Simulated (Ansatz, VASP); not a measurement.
**WSe2 in VASP and in Ansatz**

```
W Se
1.0
     3.23295    0.00000    0.00000
    -1.61647    2.79981    0.00000
     0.00000    0.00000    7.20656
W Se
1 2
Direct
  0.00000 0.00000 0.00000
  0.33333 0.66667 0.20487
  0.33333 0.66667 0.79513
```

Alike in both runs: task single point; functional PBE; dispersion D3(BJ); k mesh 9 × 9 × 4; occupations gaussian, width 0.05 eV; no spin polarisation.

|  | VASP | Ansatz |
| --- | --- | --- |
| version | VASP 6.6.1 | Ansatz 0.2.0 |
| potentials or method | VASP PAW PBE potentials, release 64 (W_sv, Se), cutoff 520 eV | scalar-relativistic, plane waves, PAW |
| valence electrons in the cell | 26 | 46 |

VASP gave:

| Quantity | Value |
| --- | --- |
| gap on the k mesh at the Fermi level (eV) | 0.50 |
| least direct gap on the mesh (eV) | 1.28 |
| pressure (GPa) | 26.9 |
| traceless stress, the component that is largest in VASP (GPa) | 11.48 |
| rms of the force components (eV/Å) | 2.624 |

Question: Which values does Ansatz return?

Answer: gap on the k mesh at the Fermi level (eV): 0.51; least direct gap on the mesh (eV): 1.29; pressure (GPa): 26.3; traceless stress, the component that is largest in VASP (GPa): 11.37; rms of the force components (eV/Å): 2.578.

Atom by atom the forces differ by 0.047 eV/Å (rms over components). VASP's potentials hold 26 valence electrons a cell and Ansatz's 46, so a difference there can come from the potentials and not from the codes.

Neither program's run includes spin-orbit coupling.
